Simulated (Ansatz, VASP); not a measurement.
## ZrH6: VASP beside Ansatz

```
Zr H
1.0
     1.94902   -2.52933    0.00000
     1.94902    2.52933    0.00000
     0.00000    0.00000    8.77673
Zr H
1 6
Direct
  0.50000 0.50000 0.90749
  0.84215 0.66745 0.71865
  0.15785 0.33255 0.71865
  0.66745 0.84215 0.71865
  0.33255 0.15785 0.71865
  0.09628 0.09628 0.39761
  0.90372 0.90372 0.39761
```

Alike in both runs: functional PBE; k mesh 6 × 6 × 4; occupations gaussian, width 0.1 eV; no spin polarisation.

Ansatz relaxed the structure, and its values are those at the end. VASP's run is a single point on that final structure, the one shown.

```csv
,VASP,Ansatz
version,VASP 6.6.1,Ansatz 0.2.0
potentials or method,"VASP PAW PBE potentials, release 64 (Zr_sv, H), cutoff 520 eV","scalar-relativistic, plane waves, PAW"
valence electrons in the cell,18,18
```

VASP gave:

- gap on the k mesh at the Fermi level (eV): none
- pressure (GPa): -0.1
- rms of the force components (eV/Å): 0.007

Task: Estimate Ansatz's values.

Result: gap on the k mesh at the Fermi level (eV): none; pressure (GPa): 0.1; rms of the force components (eV/Å): 0.003.

A gap of «none» marks a metal or a gap that the smearing closes. With one functional, cell and mesh, what is left measures potentials, basis and numerics.
